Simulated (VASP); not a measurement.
Set up this calculation in VASP 6.6.1, as the native input.

* Task: single point
* Functional: PBE
* Potentials or basis: VASP PAW PBE potentials, release 64 (Mg)
* Cutoff: 520 eV
* k mesh: 1 × 1 × 11
* Occupations: gaussian, width 0.05 eV
* Spin: collinear spin, ferromagnetic start
* Starting moments: [0.5, 0.5] μB
* Dipole correction: no
* Further INCAR settings: ALGO = Normal; EDIFF = 1e-06; NBANDS = 13

The structure of Mg lies in POSCAR:

```
Mg
1.0
    9.0000000000      0.0000000000      0.0000000000
    0.0000000000      9.3000000000      0.0000000000
    0.0000000000      0.0000000000      6.1540993520
Mg
2
Direct
    0.5000000000      0.5000000000     -0.0175095047
    0.5000000000      0.5000000000      0.4825095047
```

One way to write it, as run:

INCAR

```
SYSTEM = Mg
ALGO     = Normal         ! electronic algorithm
EDIFF    = 1E-6           ! SCF threshold, eV
ENCUT    = 520            ! plane-wave cutoff, eV
GGA      = PE             ! functional
ISIF     = 2              ! what is computed and relaxed
ISMEAR   = 0              ! smearing method
ISPIN    = 2              ! spin polarisation
LASPH    = .TRUE.         ! aspherical terms in the spheres
LCHARG   = .TRUE.         ! write CHGCAR
LELF     = .TRUE.         ! ELF
LORBIT   = 11             ! projections on sites
LREAL    = .FALSE.        ! projectors in reciprocal space
LVHAR    = .TRUE.       
LWAVE    = .FALSE.        ! write WAVECAR
MAGMOM   = 0.5 0.5        ! initial moments
NBANDS   = 13             ! bands
NELM     = 150            ! most SCF steps
PREC     = Accurate       ! precision mode
SIGMA    = 0.05           ! smearing width, eV
```

KPOINTS

```
k-points
0
G
  1 1 11
  0 0 0
```

Potentials or basis: VASP PAW PBE potentials, release 64 (Mg).

The run is started by

```sh
$ cat potpaw_PBE.64/Mg/POTCAR > POTCAR
$ mpirun -np 1 vasp_std > vasp.out
```

Results of the run:

* Band gap on the k mesh: 0.24 eV
* Net moment: 0.00 μB per cell
* Valence electrons inside the program's atomic spheres: Mg 0.34

Run time: 78 s on 1 thread of Intel(R) Xeon(R) 6975P-C (Granite Rapids), with other jobs on the host, peak memory 0.66 GiB.
